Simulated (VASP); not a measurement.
Crystal: Zr2PdN4.

```xyz
7
Lattice="-1.7622 1.7622 5.7473 1.7622 -1.7622 5.7473 1.7622 1.7622 -5.7473" Properties=species:S:1:pos:R:3 pbc="T T T"
Zr    0.0000    0.0000    4.0664
Zr    0.0000    0.0000    7.4281
Pd    0.0000    0.0000    0.0000
N     0.0000    1.7622    0.0000
N     1.7622    0.0000    0.0000
N     0.0000    0.0000    1.7622
N     0.0000    0.0000    9.7323
```

- Program: VASP 6.6.1
- Task: relaxation of cell and atoms
- Functional: PBE
- Potentials or basis: VASP PAW PBE potentials, release 64 (Zr_sv, Pd, N)
- Cutoff: 600 eV
- k mesh: 8 × 8 × 8
- Occupations: gaussian, width 0.1 eV
- Spin: no spin polarisation

At the start: pressure 57.2 GPa; volume 10.20 Å³/atom.

Task: Where does the relaxation end?

Result: Over 10 steps the energy falls by 714.5 meV/atom and the volume is 11.93 Å³/atom (+17.0 %); space group I4/mmm (No. 139, to 0.1 Å) before and after.

The path:
| step | energy change (eV) | largest force (eV/Å) | pressure (GPa) | volume (Å³) |
| --- | --- | --- | --- | --- |
| 1 | 0.0000 | 10.8316 | 57.21 | 71.39 |
| 2 | 0.0985 | 0.8936 | -31.54 | 115.98 |
| 3 | -4.0081 | 0.8679 | -12.50 | 87.86 |
| 4 | -4.0605 | 1.1293 | -9.60 | 86.40 |
| 5 | -4.0741 | 1.4074 | -6.67 | 85.09 |
| 6 | -4.9612 | 0.4933 | 3.29 | 82.05 |
| 7 | -4.9633 | 0.5519 | 4.19 | 81.87 |
| 8 | -4.9907 | 0.1518 | -2.86 | 84.72 |
| 9 | -5.0000 | 0.1233 | -0.59 | 83.74 |
| 10 | -5.0016 | 0.0151 | 0.07 | 83.53 |

Final structure:
```cif
data_structure
_symmetry_space_group_name_H-M 'P 1'
_symmetry_Int_Tables_number 1
_cell_length_a 6.1959
_cell_length_b 6.1959
_cell_length_c 6.1959
_cell_angle_alpha 143.532
_cell_angle_beta 143.532
_cell_angle_gamma 52.527
_cell_volume 83.53
loop_
_atom_site_label
_atom_site_type_symbol
_atom_site_fract_x
_atom_site_fract_y
_atom_site_fract_z
_atom_site_occupancy
Zr1 Zr 0.36076 0.36076 0.00000 1
Zr2 Zr 0.63924 0.63924 0.00000 1
Pd1 Pd 0.00000 0.00000 0.00000 1
N1 N 0.50000 0.00000 0.50000 1
N2 N 0.00000 0.50000 0.50000 1
N3 N 0.18235 0.18235 0.00000 1
N4 N 0.81765 0.81765 0.00000 1
```

Caveat: the volume moved by over 15 % at a fixed basis, so the end points are rough.
